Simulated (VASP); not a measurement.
# Ir (Im-3m) in VASP: notebook

Ir is run at these levels: LDA; tasks: single point.

Everything below comes from runs of VASP 6.6.1. Logs are shortened: lines on timing, memory, paths and dates and some standing lists are left out, and cuts for length are marked.

## Step 1: The cell of the first run

The structure is cubic, space group Im-3m (No. 229). The conventional cell has a = 3.101 Å, b = 3.101 Å, c = 3.101 Å, α = 90.00°, β = 90.00°, γ = 90.00°. Ir (site symmetry m-3m) has 14 Ir at 2.69 to 3.10 Å within 3.5 Å.

## Step 2: Single point, LDA (volume scaled by 1.04)

INCAR reads:

```
PREC = Accurate
ENCUT = 520
EDIFF = 1E-6
ISMEAR = -1
SIGMA = 0.1
LREAL = F
LASPH = T
NELM = 100
ALGO = Normal
ISIF = 2
LWAVE = F
LCHARG = F
GGA = CA
NBANDS = 10
```

KPOINTS reads:

```
regular mesh
0
Gamma
  16 16 16
```

POSCAR reads:

```
Ir
1.0
   -1.5505127909      1.5505127909      1.5505127909
    1.5505127909     -1.5505127909      1.5505127909
    1.5505127909      1.5505127909     -1.5505127909
Ir
1
Direct
    0.0000000000      0.0000000000      0.0000000000
```

Potentials or basis: VASP PAW LDA potentials, release 64 (Ir).

On the command line:

```console
> cat potpaw_LDA.64/Ir/POTCAR > POTCAR
> mpirun -np 1 vasp_std > vasp.out
```

OUTCAR:

```text
PREC = Accurate
   ENCUT = 520
   EDIFF = 1E-6
   ISMEAR = -1
   LREAL = F
   LASPH = T
   NELM = 100
   ISIF = 2
   GGA = CA

 ion  position               nearest neighbor table
   1  0.000  0.000  0.000-

  LATTYP: Found a body centered cubic cell.
 ALAT       =     3.1010255818

  Lattice vectors:

 A1 = (  -1.5505127909,   1.5505127909,   1.5505127909)
 A2 = (   1.5505127909,  -1.5505127909,   1.5505127909)
 A3 = (   1.5505127909,   1.5505127909,  -1.5505127909)

Analysis of symmetry for initial positions (statically):
=====================================================================
 Subroutine PRICEL returns:
 Original cell was already a primitive cell.

 Routine SETGRP: Setting up the symmetry group for a
 body centered cubic supercell.

 Subroutine GETGRP returns: Found 48 space group operations
 (whereof 48 operations were pure point group operations)
 out of a pool of 48 trial point group operations.

The static configuration has the point symmetry O_h .

Analysis of symmetry for dynamics (positions and initial velocities):
=====================================================================
 Subroutine PRICEL returns:
 Original cell was already a primitive cell.

 Routine SETGRP: Setting up the symmetry group for a
 body centered cubic supercell.

 Subroutine GETGRP returns: Found 48 space group operations
 (whereof 48 operations were pure point group operations)
 out of a pool of 48 trial point group operations.

The dynamic configuration has the point symmetry O_h .

 Subroutine INISYM returns: Found 48 space group operations
 (whereof 48 operations are pure point group operations),
 and found     1 'primitive' translations

----------------------------------------------------------------------------------------

                                     Primitive cell

  volume of cell :      14.9103

  direct lattice vectors                    reciprocal lattice vectors
    -1.550512791  1.550512791  1.550512791     0.000000000  0.322473960  0.322473960
     1.550512791 -1.550512791  1.550512791     0.322473960  0.000000000  0.322473960
     1.550512791  1.550512791 -1.550512791     0.322473960  0.322473960  0.000000000

  length of vectors
     2.685566932  2.685566932  2.685566932     0.456047048  0.456047048  0.456047048

[... 74 lines left out ...]
   LSORBIT =      F    spin-orbit coupling
   LASPH  =      T    aspherical Exc in radial PAW
   ENCUT  =  520.0 eV  38.22 Ry    6.18 a.u.   4.99  4.99  4.99*2*pi/ulx,y,z
   NELM   =    100;   NELMIN=  2; NELMDL= -5     # of ELM steps
   EDIFF  = 0.1E-05   stopping-criterion for ELM
   LREAL  =      F    real-space projection
   EDIFFG = 0.1E-04   stopping-criterion for IOM
   NSW    =      0    number of steps for IOM
   IBRION =     -1    ionic relax: 0-MD 1-quasi-New 2-CG
   NFREE  =      0    steps in history (QN), initial steepest desc. (CG)
   ISIF   =      2    stress and relaxation
   ISYM   =      2    0-nonsym 1-usesym 2-fastsym
   POTIM  = 0.5000    time-step for ionic-motion
   TEBEG  =    0.0;   TEEND  =   0.0 temperature during run
   PSTRESS=    0.0 pullay stress
   NELECT =       9.0000    total number of electrons
   NUPDOWN=      -1.0000    fix difference up-down
   EMIN   =  10.00;   EMAX   =-10.00  energy-range for DOS
   EFERMI =   0.00;   METHOD = LEGACY
   ISMEAR =    -1;   SIGMA  =   0.10  broadening in eV -4-tet -1-fermi 0-gaus
   EFERMI_NEDOS =   21; number of points for ismear=-14 and -15
   IALGO  =     38    algorithm
   IMIX   =      4    mixing-type and parameters
     AMIX     =   0.40;   BMIX     =  1.00
     AMIX_MAG =   1.60;   BMIX_MAG =  1.00
  volume/ion in A,a.u.               =      14.91       100.62
  Fermi-wavevector in a.u.,A,eV,Ry     =   1.383546  2.614523 26.044271  1.914200
  Thomas-Fermi vector in A             =   2.508134
   LORBIT       =      0    0 simple, 1 ext, 2 COOP (PROOUT), +10 PAW based schemes
   GGA     = CA    functional components
   LHFCALC =     F    Hartree Fock is set to
   AEXX    =    0.0000 exact exchange contribution
   IVDW    =     0    specifies the selected vdW correction
   LEPSILON=     F    determine dielectric tensor
   LRPA    =     F    only Hartree local field effects (RPA)
 non-spin polarized calculation
  energy-cutoff  :      520.00
  volume of cell :       14.91
 maximum number of plane-waves:       420
   NGX =  9   NGY =  9   NGZ =  9

 number of electron       9.0000002 magnetization

 Free energy of the ion-electron system (eV)
  ---------------------------------------------------
  ext. energy  EPLUGINS =         0.00000000
  ---------------------------------------------------
  free energy    TOTEN  =        -9.66585016 eV

  energy without entropy =       -9.58907936  energy(sigma->0) =       -9.62746476

 E-fermi :   9.1754     XC(G=0): -13.8249

 val. band max:        9.1742816827   @ k =  -0.3750  -0.3750   0.1250
 cond. band min:       9.1766212481   @ k =  -0.3125   0.3125   0.0625
 fundamental gap:      0.0023395653
 Fermi energy:         9.1754249017

 k-point     1 :       0.0000    0.0000    0.0000
  band No.  band energies     occupation
      1      -1.1394      2.00000
      2       5.7045      2.00000
      3       5.7045      2.00000
      4       5.7045      2.00000
      5       8.6742      1.98677
      6       8.6742      1.98677
      7      26.1171      0.00000
      8      26.1171      0.00000
      9      26.1171      0.00000
     10      36.7915      0.00000
[... 287 lines left out ...]
 k-point    24 :       0.2500    0.1875    0.0000
  band No.  band energies     occupation
      1       2.7851      2.00000
      2       4.4817      2.00000
      3       5.2998      2.00000
      4       8.1231      1.99995
      5       9.1813      0.97040
      6      11.3744      0.00000
      7      20.3555      0.00000
      8      23.4549      0.00000
      9      26.2056      0.00000
     10      30.5807      0.00000

 [... further k-points ...]
[... 5 lines left out ...]
  --------------------------------------------------------------------------------------
  -------------------------------------------------------------------------------------
  Total       -1.0039463     -1.0039463     -1.0039463     -0.0000000     -0.0000000      0.0000000
  in kB     -107.8785327   -107.8785327   -107.8785327     -0.0000000     -0.0000000      0.0000000
  external PRESSURE =    -107.8785327 kB  Pullay stress =       0.0000000 kB

 VOLUME and BASIS-vectors are now :
 -----------------------------------------------------------------------------
  energy-cutoff  :      520.00
  volume of cell :       14.91
      direct lattice vectors                 reciprocal lattice vectors
    -1.550512791  1.550512791  1.550512791     0.000000000  0.322473960  0.322473960
     1.550512791 -1.550512791  1.550512791     0.322473960  0.000000000  0.322473960
     1.550512791  1.550512791 -1.550512791     0.322473960  0.322473960  0.000000000

 POSITION                                       TOTAL-FORCE (eV/Angst)
 -----------------------------------------------------------------------------------
      0.00000      0.00000      0.00000         0.000000      0.000000     -0.000000
 -----------------------------------------------------------------------------------
    total drift:                               -0.000000     -0.000000      0.000000

  FREE ENERGIE OF THE ION-ELECTRON SYSTEM (eV)
  ---------------------------------------------------
  free  energy   TOTEN  =        -9.6658501637 eV

  energy  without entropy=       -9.5890793555  energy(sigma->0) =       -9.62746476
```

It took 29 s on 1 thread of AMD EPYC 7R13, shared host; peak memory 0.11 GiB.

Results:

```
Free energy : -9.6659 eV
Pressure    : -10.8 GPa
```

Levels at points of the mesh, in eV from the Fermi level:
| k point | band 1 | band 2 | band 3 | band 4 | band 5 | band 6 | band 7 | band 8 | band 9 |
| --- | --- | --- | --- | --- | --- | --- | --- | --- | --- |
| (0.00, 0.00, 0.00) | -10.31 | -3.47 | -3.47 | -3.47 | -0.50 | -0.50 | 16.94 | 16.94 | 16.94 |
| (0.50, 0.00, 0.00) | -7.23 | -5.23 | -0.68 | -0.03 | 0.02 | 2.17 | 7.72 | 13.06 | 16.63 |
| (0.50, 0.50, 0.50) | -6.75 | -6.75 | 1.49 | 1.49 | 1.49 | 7.85 | 7.85 | 7.85 | 14.28 |

Caveat: spin-orbit coupling is left out, which moves the levels of the heavy elements.

## Step 3: Single point, LDA (volume scaled by 1.08)

INCAR reads:

```
SYSTEM = Ir
PREC = Accurate ; ENCUT = 520
EDIFF = 1E-7 ; ISMEAR = -1
SIGMA = 0.1 ; LREAL = .FALSE.
LASPH = .TRUE. ; NELM = 100
ALGO = Normal ; ISIF = 2
LWAVE = .FALSE. ; LCHARG = .FALSE.
NBANDS = 10
```

KPOINTS reads:

```
regular mesh
0
G
  16 16 16
  0 0 0
```

POSCAR reads:

```
Ir
1.0
   -1.5701416188      1.5701416188      1.5701416188
    1.5701416188     -1.5701416188      1.5701416188
    1.5701416188      1.5701416188     -1.5701416188
Ir
1
Direct
    0.0000000000      0.0000000000      0.0000000000
```

Potentials or basis: VASP PAW LDA potentials, release 64 (Ir).

On the command line:

```console
> cat potpaw_LDA.64/Ir/POTCAR > POTCAR
> mpirun -np 1 vasp_std > vasp.out
```

OUTCAR:

```text
SYSTEM = Ir
   PREC = Accurate
   ENCUT = 520
   EDIFF = 1E-7
   ISMEAR = -1
   LREAL = .FALSE.
   LASPH = .TRUE.
   NELM = 100
   ISIF = 2

 ion  position               nearest neighbor table
   1  0.000  0.000  0.000-

  LATTYP: Found a body centered cubic cell.
 ALAT       =     3.1402832376

  Lattice vectors:

 A1 = (  -1.5701416188,   1.5701416188,   1.5701416188)
 A2 = (   1.5701416188,  -1.5701416188,   1.5701416188)
 A3 = (   1.5701416188,   1.5701416188,  -1.5701416188)

Analysis of symmetry for initial positions (statically):
=====================================================================
 Subroutine PRICEL returns:
 Original cell was already a primitive cell.

 Routine SETGRP: Setting up the symmetry group for a
 body centered cubic supercell.

 Subroutine GETGRP returns: Found 48 space group operations
 (whereof 48 operations were pure point group operations)
 out of a pool of 48 trial point group operations.

The static configuration has the point symmetry O_h .

Analysis of symmetry for dynamics (positions and initial velocities):
[... 155 lines left out ...]

 E-fermi :   8.5705     XC(G=0): -13.6104

 val. band max:        8.5680939184   @ k =  -0.1875   0.2500   0.0625
 cond. band min:       8.5711869946   @ k =  -0.3125   0.3125   0.0625
 fundamental gap:      0.0030930762
 Fermi energy:         8.5704718576

 k-point     1 :       0.0000    0.0000    0.0000
  band No.  band energies     occupation
      1      -1.3709      2.00000
      2       5.2920      2.00000
      3       5.2920      2.00000
      4       5.2920      2.00000
      5       8.1086      1.98045
      6       8.1086      1.98045
      7      25.4889      0.00000
      8      25.4889      0.00000
      9      25.4889      0.00000
     10      35.7006      0.00000
[... 287 lines left out ...]
 k-point    24 :       0.2500    0.1875   -0.0000
  band No.  band energies     occupation
      1       2.4775      2.00000
      2       4.1428      2.00000
      3       4.9007      2.00000
      4       7.5874      1.99989
      5       8.5716      0.99455
      6      10.6572      0.00000
      7      19.4031      0.00000
      8      22.4965      0.00000
      9      25.2744      0.00000
     10      29.7049      0.00000

 [... further k-points ...]
[... 5 lines left out ...]
  --------------------------------------------------------------------------------------
  -------------------------------------------------------------------------------------
  Total       -2.0381890     -2.0381890     -2.0381890     -0.0000000     -0.0000000      0.0000000
  in kB     -210.9009615   -210.9009615   -210.9009615     -0.0000000     -0.0000000      0.0000000
  external PRESSURE =    -210.9009615 kB  Pullay stress =       0.0000000 kB

 VOLUME and BASIS-vectors are now :
 -----------------------------------------------------------------------------
  energy-cutoff  :      520.00
  volume of cell :       15.48
      direct lattice vectors                 reciprocal lattice vectors
    -1.570141619  1.570141619  1.570141619     0.000000000  0.318442613  0.318442613
     1.570141619 -1.570141619  1.570141619     0.318442613  0.000000000  0.318442613
     1.570141619  1.570141619 -1.570141619     0.318442613  0.318442613  0.000000000

 POSITION                                       TOTAL-FORCE (eV/Angst)
 -----------------------------------------------------------------------------------
      0.00000      0.00000      0.00000         0.000000      0.000000     -0.000000
 -----------------------------------------------------------------------------------
    total drift:                               -0.000000     -0.000000      0.000000

  FREE ENERGIE OF THE ION-ELECTRON SYSTEM (eV)
  ---------------------------------------------------
  free  energy   TOTEN  =        -9.6083509466 eV

  energy  without entropy=       -9.5282166252  energy(sigma->0) =       -9.56828379
```

OSZICAR:

```text
N       E                     dE             d eps       ncg     rms          rms(c)
DAV:   1     0.471129646783E+02    0.47113E+02   -0.43343E+03  2932   0.813E+02
DAV:   2    -0.909523879365E+01   -0.56208E+02   -0.53719E+02  2974   0.192E+02
DAV:   3    -0.101348609471E+02   -0.10396E+01   -0.10299E+01  3274   0.323E+01
DAV:   4    -0.101455843711E+02   -0.10723E-01   -0.10721E-01  3334   0.306E+00
DAV:   5    -0.101458131953E+02   -0.22882E-03   -0.22882E-03  3352   0.435E-01    0.130E+01
DAV:   6    -0.967921664968E+01    0.46660E+00   -0.98074E-01  3252   0.117E+01    0.543E+00
DAV:   7    -0.961393914934E+01    0.65278E-01   -0.22062E-01  3434   0.488E+00    0.176E+00
DAV:   8    -0.960929878153E+01    0.46404E-02   -0.85949E-03  3210   0.140E+00    0.795E-01
DAV:   9    -0.960835182666E+01    0.94695E-03   -0.60915E-04  3232   0.387E-01    0.381E-02
DAV:  10    -0.960835121584E+01    0.61082E-06   -0.42020E-06  3420   0.183E-02    0.138E-02
DAV:  11    -0.960835095227E+01    0.26357E-06   -0.82780E-07  3320   0.120E-02    0.681E-04
DAV:  12    -0.960835094660E+01    0.56698E-08   -0.59620E-09  1754   0.969E-04
   1 F= -.96083509E+01 E0= -.95682838E+01  d E =-.801343E-01
```

stdout:

```text
POSCAR found type information on POSCAR Ir
 POSCAR found :  1 types and       1 ions
 scaLAPACK will be used
 LDA part: xc-table for (Slater(with rela. corr.)+CA(PZ))
 , standard interpolation
 POSCAR, INCAR and KPOINTS ok, starting setup
 FFT: planning ... GRIDC
 FFT: planning ... GRID_SOFT
 FFT: planning ... GRID
 WAVECAR not read
 entering main loop
```

Run time: 32 s. Hardware: 1 thread of AMD EPYC 7R13, shared host; peak memory 0.11 GiB.

Results:

```yaml
Free_energy: -9.6084 eV
Pressure: -21.1 GPa
```

Caveat: spin-orbit coupling is left out, which moves the levels of the heavy elements.

## Step 4: Single point, LDA (volume scaled by 1.12)

INCAR reads:

```
PREC     = Accurate       # precision mode
ENCUT    = 520            # plane-wave cutoff, eV
EDIFF    = 1E-6           # SCF threshold, eV
ISMEAR   = -1             # smearing method
SIGMA    = 0.1            # smearing width, eV
LREAL    = False          # projectors in reciprocal space
LASPH    = True           # aspherical terms in the spheres
NELM     = 60             # most SCF steps
ALGO     = Normal         # electronic algorithm
ISIF     = 2              # what is computed and relaxed
LWAVE    = False          # write WAVECAR
LCHARG   = False          # write CHGCAR
GGA      = CA             # functional
NBANDS   = 10             # bands
```

KPOINTS reads:

```
Automatic mesh
0
Gamma
  16 16 16
```

POSCAR reads:

```
Ir
1.0
   -1.5892915747      1.5892915747      1.5892915747
    1.5892915747     -1.5892915747      1.5892915747
    1.5892915747      1.5892915747     -1.5892915747
Ir
1
Direct
    0.0000000000      0.0000000000      0.0000000000
```

On the command line:

```console
> cat potpaw_LDA.64/Ir/POTCAR > POTCAR
> mpirun -np 1 vasp_std > vasp.out
```

Wall time 28 s (1 thread of AMD EPYC 7R13, shared host); peak memory 0.11 GiB.

It converged, with:

```yaml
Free_energy: -9.5182 eV
Pressure: -29.1 GPa
```

Levels at points of the mesh, in eV from the Fermi level:
```
           k point  band 2  band 3  band 4  band 5  band 6  band 7
(0.00, 0.00, 0.00)   -3.10   -3.10   -3.10   -0.43   -0.43   16.89
(0.50, 0.00, 0.00)   -4.67   -0.61   -0.03    0.18    1.90    6.94
(0.50, 0.50, 0.50)   -6.01    1.31    1.31    1.31    7.58    7.58
```

Caveat: spin-orbit coupling is left out, which moves the levels of the heavy elements.

[end of part 1 of 2]
